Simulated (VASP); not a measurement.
Here is a VASP 6.6.1 calculation.

INCAR

```
  ALGO = Normal
  EDIFF = 1E-6
  EDIFFG = -0.002
  ENCUT = 600
  GGA = CA
  IBRION = 2
  ISIF = 3
  ISMEAR = -1
  LASPH = True
  LCHARG = False
  LREAL = False
  LWAVE = False
  NELM = 80
  NSW = 100
  PREC = Accurate
  SIGMA = 0.08
```

KPOINTS

```
k-points
0
Gamma
  8 8 4
```

File POSCAR:

```
CdSe
1.0
    4.3000000000      0.0000000000      0.0000000000
   -2.1500000000      3.7239092363      0.0000000000
    0.0000000000      0.0000000000      7.0200000000
Cd Se
2 2
Direct
    0.3333333333      0.6666666667      0.0000000000
    0.6666666667      0.3333333333      0.5000000000
    0.3333333333      0.6666666667      0.3850000000
    0.6666666667      0.3333333333      0.8850000000
```

Potentials or basis: VASP PAW LDA potentials, release 64 (Cd, Se).

The run is started by

```bash
$ cat potpaw_LDA.64/Cd/POTCAR potpaw_LDA.64/Se/POTCAR > POTCAR
$ mpirun -np 1 vasp_std > vasp.out
```

What does it give for the relaxed cell?

a = 4.258 Å, b = 4.258 Å, c = 6.960 Å, α = 90.00°, β = 90.00°, γ = 120.00°.

Predict the space group after relaxing (to 0.05 Å).

P6_3mc (No. 186).

Step by step:
| step | energy change (eV) | largest force (eV/Å) | pressure (GPa) | volume (Å³) |
| --- | --- | --- | --- | --- |
| 1 | 0.0000 | 0.2655 | -1.41 | 112.41 |
| 2 | -0.0282 | 0.0860 | 0.46 | 108.43 |
| 3 | -0.0286 | 0.1082 | 0.26 | 108.81 |
| 4 | -0.0305 | 0.0379 | -0.01 | 109.27 |
| 5 | -0.0306 | 0.0273 | -0.03 | 109.34 |
| 6 | -0.0318 | 0.0264 | -0.06 | 109.41 |
| 7 | -0.0332 | 0.0223 | -0.18 | 109.63 |
| 8 | -0.0332 | 0.0107 | 0.18 | 108.94 |
| 9 | -0.0335 | 0.0055 | 0.01 | 109.27 |
| 10 | -0.0335 | 0.0051 | -0.02 | 109.31 |
| 11 | -0.0335 | 0.0004 | 0.00 | 109.29 |

LDA usually gives volumes a few per cent too small. Zero-point motion and thermal expansion aren't in these numbers.
